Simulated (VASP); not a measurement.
Li (a cell with a defect): single point with PBE

Li (a cell with a defect):

```
Li
1.0
     6.98000    0.00000    0.00000
     0.00000    6.98000    0.00000
     0.00000    0.00000    6.98000
Li
17
Direct
  0.95069 0.97226 0.05799
  0.40440 0.97377 0.95072
  0.05437 0.62211 0.97521
  0.08659 0.24583 0.46014
  0.27672 0.37076 0.94169
  0.57685 0.64156 0.02213
  0.31446 0.92350 0.30580
  0.75039 0.03848 0.30115
  0.82585 0.37862 0.73540
  0.06468 0.54274 0.32904
  0.43613 0.17238 0.68334
  0.50288 0.39228 0.37590
  0.79802 0.71321 0.47721
  0.67155 0.27494 0.08351
  0.40633 0.67466 0.63209
  0.78136 0.03105 0.76153
  0.10096 0.90242 0.65037
```

* Program: VASP 6.6.1
* Task: single point
* Functional: PBE
* Potentials or basis: VASP PAW PBE potentials, release 64 (Li_sv)
* Cutoff: 520 eV
* k mesh: 2 × 2 × 2
* Occupations: fermi-dirac, width 0.1 eV
* Spin: no spin polarisation

| Property | Result |
| --- | --- |
| Largest force | 1.230 eV/Å |
| Band gap on the k mesh | zero (an odd number of electrons rules out a gap without spin polarisation) |

Forces in eV/Å, atoms in the order of the input:
```
Li   0.904  0.059 -0.085
Li  -0.068 -0.233  0.312
Li  -0.373  0.459 -0.365
Li  -0.011 -0.605  0.129
Li   0.008 -0.471  0.208
Li   0.312  0.302  0.089
Li   0.059 -0.069  0.097
Li  -0.461 -0.189  1.125
Li  -0.004  0.477 -0.157
Li   0.330  0.485 -0.203
Li   0.131  0.137 -0.751
Li  -0.162  0.096  0.051
Li  -0.432 -0.053  0.118
Li   0.102  0.352 -0.565
Li   0.044 -0.142  0.243
Li  -0.533 -0.479 -0.318
Li   0.155 -0.125  0.072
```

Levels at points of the mesh, in eV from the Fermi level:
```csv
k point,band 21,band 22,band 23,band 24,band 25,band 26,band 27,band 28,band 29,band 30
"(0.00, 0.00, 0.00)",-1.10,-1.07,-0.99,-0.96,0.44,0.55,0.74,0.83,0.96,1.03
"(0.50, 0.00, 0.00)",-0.68,-0.60,-0.54,-0.50,-0.47,-0.41,-0.37,0.96,1.04,1.39
"(0.00, 0.50, 0.00)",-0.69,-0.59,-0.56,-0.54,-0.44,-0.36,-0.20,1.02,1.15,1.35
"(0.00, 0.00, 0.50)",-0.71,-0.63,-0.59,-0.49,-0.43,-0.34,-0.26,0.88,1.12,1.40
"(0.50, 0.50, 0.00)",-2.15,-0.48,-0.25,-0.15,-0.05,0.12,0.23,0.43,0.56,1.60
"(0.00, 0.50, 0.50)",-2.16,-0.61,-0.21,-0.18,-0.11,0.13,0.32,0.39,1.11,1.46
"(0.50, 0.00, 0.50)",-2.16,-0.33,-0.28,-0.18,-0.05,0.07,0.20,0.36,0.58,1.40
"(0.50, 0.50, 0.50)",-1.67,-1.64,-1.59,-1.56,-1.52,1.52,1.81,1.90,1.99,2.19
```

It took 87 s on 1 thread of Intel(R) Xeon(R) 6975P-C (Granite Rapids), with other jobs on the host, peak memory 0.37 GiB.

Caveat: the k points lie up to 0.45 Å⁻¹ apart, too coarse for converged energies and pressures of a metal.
